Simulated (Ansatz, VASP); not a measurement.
## NbRu3C: VASP beside Ansatz

```
CELL_PARAMETERS angstrom
4.06514 0.00000 0.00000
0.00000 4.06514 0.00000
0.00000 0.00000 4.06514
ATOMIC_POSITIONS crystal
Nb 0.00000 0.00000 0.00000
Ru 0.00000 0.50000 0.50000
Ru 0.50000 0.00000 0.50000
Ru 0.50000 0.50000 0.00000
C 0.50000 0.50000 0.50000
```

Alike in both runs: task relaxation of cell and atoms; functional PBE; k mesh 10 × 10 × 10; occupations gaussian, width 0.1 eV; no spin polarisation.

|  | VASP | Ansatz |
| --- | --- | --- |
| version | VASP 6.6.1 | Ansatz 0.2.0 |
| potentials or method | VASP PAW PBE potentials, release 64 (Nb_sv, Ru_pv, C), cutoff 600 eV | scalar-relativistic, plane waves, PAW |
| valence electrons in the cell | 59 | 65 |

```tsv
	VASP	Ansatz	Ansatz less VASP
gap on the k mesh at the Fermi level, each at its own relaxed structure (eV)	none	none	-
relaxed volume (Å³/atom)	13.27	13.28	+0.008
relaxed cell length with the largest relative difference (Å)	4.048	4.049	+0.0008
```

A gap of «none» marks a metal or a gap that the smearing closes. VASP's potentials hold 59 valence electrons a cell and Ansatz's 65, so a difference there can come from the potentials and not from the codes.
